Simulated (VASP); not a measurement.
# Ta: single point with PBE

Ta:

```
Ta
1.0
    -1.65395    1.65395    1.65395
     1.65395   -1.65395    1.65395
     1.65395    1.65395   -1.65395
Ta
1
Direct
  0.00000 0.00000 0.00000
```

```json
{"Program": "VASP 6.6.1", "Task": "single point", "Functional": "PBE", "Potentials or basis": "VASP PAW PBE potentials, release 64 (Ta_pv)", "Cutoff": "520 eV", "k mesh": "8 × 8 × 8", "Occupations": "gaussian, width 0.1 eV", "Spin": "no spin polarisation", "Dipole correction": "no", "Further INCAR settings": "ALGO = Normal; EDIFF = 1e-06; NBANDS = 12"}
```

- Pressure: 0.1 GPa

Levels at points of the mesh, in eV from the Fermi level:
```
           k point  band 2  band 3  band 4  band 5  band 6  band 7  band 8  band 9
(0.00, 0.00, 0.00)  -33.08  -33.08   -7.92    0.73    0.73    0.73    3.98    3.98
(0.50, 0.00, 0.00)  -33.46  -33.09   -4.37   -1.54    1.54    3.86    4.89    7.75
(0.50, 0.50, 0.50)  -33.89  -33.89   -3.79   -3.79    6.80    6.80    6.80    8.59
```

It took 4.3 s on 1 thread of Intel Xeon 6975P-C, with other jobs on the host, peak memory 0.14 GiB.

Caveat: spin-orbit coupling is left out, which moves the levels of the heavy elements.
